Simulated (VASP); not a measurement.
Sr:

```
CELL_PARAMETERS angstrom
-2.18527 2.18527 2.85413
2.18527 -2.18527 2.85413
2.18527 2.18527 -2.85413
ATOMIC_POSITIONS crystal
Sr 0.50000 0.50000 0.00000
```

| Item | Value |
| --- | --- |
| Program | VASP 6.6.1 |
| Task | relaxation of cell and atoms |
| Functional | PBE |
| Potentials or basis | VASP PAW PBE potentials, release 64 (Sr_sv) |
| Cutoff | 600 eV |
| k mesh | 6 × 6 × 6 |
| Occupations | gaussian, width 0.1 eV |
| Spin | no spin polarisation |

At the start: pressure 0.1 GPa; volume 54.52 Å³/atom.

How do energy, volume and symmetry change on relaxing?

Over 8 steps the energy falls by 4.7 meV/atom and the volume is 54.44 Å³/atom (-0.1 %); space group I4/mmm (No. 139, to 0.05 Å).

Step by step:
| step | energy change (eV) | largest force (eV/Å) | pressure (GPa) | volume (Å³) |
| --- | --- | --- | --- | --- |
| 1 | 0.0000 | 0.0000 | 0.08 | 54.52 |
| 2 | -0.0004 | 0.0000 | 0.04 | 54.74 |
| 3 | -0.0011 | 0.0000 | -0.12 | 55.40 |
| 4 | -0.0012 | 0.0000 | -0.16 | 55.66 |
| 5 | -0.0015 | 0.0000 | -0.15 | 55.61 |
| 6 | -0.0022 | 0.0000 | -0.13 | 55.47 |
| 7 | -0.0034 | 0.0000 | -0.09 | 55.16 |
| 8 | -0.0047 | 0.0000 | 0.00 | 54.44 |

Final structure:
```yaml
crystal:
  lattice:
    - [-2.28441, 2.28441, 2.60798]
    - [2.28441, -2.28441, 2.60798]
    - [2.28441, 2.28441, -2.60798]
  atoms:
    - { symbol: Sr, position: [0.50000, 0.50000, 0.00000] }
```
